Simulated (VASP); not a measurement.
Input of a VASP 6.6.1 run:

The input INCAR:

```
  PREC = Accurate
  ENCUT = 520
  EDIFF = 1E-6
  ISMEAR = -1
  SIGMA = 0.05
  LREAL = Auto
  LASPH = T
  NELM = 60
  ALGO = Normal
  ISIF = 2
  LWAVE = F
  LCHARG = T
  GGA = PE
  LELF = T
  LVHAR = T
  NBANDS = 46
```

File KPOINTS:

```
regular mesh
0
Gamma
  2 2 1
```

POSCAR

```
AlAs
1.0
    8.0267960000      0.0000000000      0.0000000000
    4.0133980000      6.9514090000      0.0000000000
    0.0000000000      0.0000000000     16.7346200000
Al As
8 8
Direct
    0.0000000000      0.0000000000      0.0597563614
    0.0000004483      0.4999993526      0.0597563614
    0.5000002492      0.0000000000      0.0597563614
    0.5000006974      0.4999993526      0.0597563614
    0.7175643116      0.7097122324      0.2647386077
    0.7235753210      0.1751155773      0.2671228866
    0.2488641728      0.6497531651      0.2698358254
    0.2269929309      0.1440858968      0.2710309526
    0.0728706142     -0.0097965751      0.2323387086
    0.0685022394      0.4883758099      0.2213017087
    0.5351802095      0.0150041524      0.2028967494
    0.5988947667      0.4978559023      0.2252277016
    0.6115139503      0.7545232916      0.4051481300
    0.5412260067      0.2877833832      0.3988737121
    0.2121121148      0.4818159887      0.4034630007
    0.3137965830      0.0931178125      0.4231407705
```

Potentials or basis: VASP PAW PBE potentials, release 64 (Al, As).

Command:

```bash
$ cat potpaw_PBE.64/Al/POTCAR potpaw_PBE.64/As/POTCAR > POTCAR
$ mpirun -np 1 vasp_std > vasp.out
```

(1) Estimate the band gap on the k mesh.

(2) What does it give for the largest force?

## Answers

(1) zero (bands 32 and 33 overlap by 0.26 eV).

(2) 2.857 eV/Å.

Caveat: the k points lie up to 0.45 Å⁻¹ apart; there is no dipole correction, which matters where the two faces differ.
